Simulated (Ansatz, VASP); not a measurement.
## Two plane-wave programs on La2O3

The input INCAR:

```
SYSTEM = La2O3
  PREC = Accurate
  ENCUT = 600
  EDIFF = 1E-6
  ISMEAR = 0
  SIGMA = 0.01
  LREAL = .False.
  LASPH = .True.
  NELM = 60
  ALGO = Normal
  ISIF = 3
  LWAVE = .False.
  LCHARG = .False.
  IBRION = 2
  NSW = 100
  EDIFFG = -0.003
```

KPOINTS

```
regular mesh
0
Gamma
  6 6 4
  0 0 0
```

The input POSCAR:

```
La2O3
1.0
    3.9380000000      0.0000000000      0.0000000000
   -1.9690000000      3.4104080401      0.0000000000
    0.0000000000      0.0000000000      6.1360000000
La O
2 3
Direct
    0.3333333333      0.6666666667      0.2454000000
    0.6666666667      0.3333333333      0.7546000000
    0.3333333333      0.6666666667      0.6471000000
    0.6666666667      0.3333333333      0.3529000000
    0.0000000000      0.0000000000      0.0000000000
```

Input for Ansatz:

```yaml
crystal:
  lattice:
    - [3.938, 0.0, 0.0]
    - [-1.969, 3.4104080401, 0.0]
    - [0.0, 0.0, 6.136]
  atoms:
    - { symbol: La, position: [0.3333333333, 0.6666666667, 0.2454] }
    - { symbol: La, position: [0.6666666667, 0.3333333333, 0.7546] }
    - { symbol: O, position: [0.3333333333, 0.6666666667, 0.6471] }
    - { symbol: O, position: [0.6666666667, 0.3333333333, 0.3529] }
    - { symbol: O, position: [0.0, 0.0, 0.0] }
scf:
  occupations: { method: fixed }
output:
  forces: true
  stress: true
  eigenvalues: true
  write_density: true
  write_potential: true
  elf: true
  volumetric_format: npy
hamiltonian:
  xc: lda
basis:
  ecutwfc: 560
kpoints:
  mp_grid: { grid: [6, 6, 4] }
relax:
  f_tol: 0.003
  max_steps: 80
  cell: { stress_tol: 0.05 }
```

Alike in both runs: task relaxation of cell and atoms; functional LDA; k mesh 6 × 6 × 4; no spin polarisation.

```csv
,VASP,Ansatz
version,VASP 6.6.1,Ansatz 0.2.0
potentials or method,"VASP PAW LDA potentials, release 64 (La, O), cutoff 600 eV","scalar-relativistic, plane waves, PAW"
occupations,"gaussian, width 0.01 eV",fixed
valence electrons in the cell,40,40
```

Ansatz gave:

```
gap on the k mesh at the Fermi level, each at its own relaxed structure (eV) : 3.74
relaxed volume (Å³/atom)                                                     : 15.54
relaxed cell length with the largest relative difference (Å)                 : 5.950
```

Estimate VASP's values.

gap on the k mesh at the Fermi level, each at its own relaxed structure (eV): 3.73; relaxed volume (Å³/atom): 15.51; relaxed cell length with the largest relative difference (Å): 5.941.

LDA's correlation is that of Perdew and Zunger in VASP and of Perdew and Wang (1992) in Ansatz.

Neither program's run includes spin-orbit coupling.
